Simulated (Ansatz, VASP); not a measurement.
Two plane-wave programs on Os

```
Os
1.0
     2.71479    0.00000    0.00000
     0.00000    4.29266    0.00000
     0.00000    0.00000   21.48580
Os
6
Direct
  0.75000 0.75000 0.37881
  0.25000 0.25000 0.40799
  0.25000 0.75000 0.48336
  0.75000 0.25000 0.51664
  0.75000 0.75000 0.59201
  0.25000 0.25000 0.62119
```

Alike in both runs: task single point; functional LDA; k mesh 13 × 9 × 1; occupations fermi-dirac, width 0.05 eV; no spin polarisation.

```csv
,VASP,Ansatz
version,VASP 6.6.1,Ansatz 0.2.0
potentials or method,"VASP PAW LDA potentials, release 64 (Os)","PAW with Ansatz's default frozen-core files, scalar-relativistic"
plane-wave cutoff (eV),520,420
valence electrons in the cell,48,96
```

```tsv
	VASP	Ansatz	Ansatz less VASP
rms of the force components (eV/Å)	0.025	0.001	-0.0240
```

LDA's correlation is that of Perdew and Zunger in VASP and of Perdew and Wang (1992) in Ansatz. Atom by atom the forces differ by 0.025 eV/Å (rms over components). VASP's potentials hold 48 valence electrons a cell and Ansatz's 96, so a difference there can come from the potentials and not from the codes.

Neither program's run includes spin-orbit coupling.
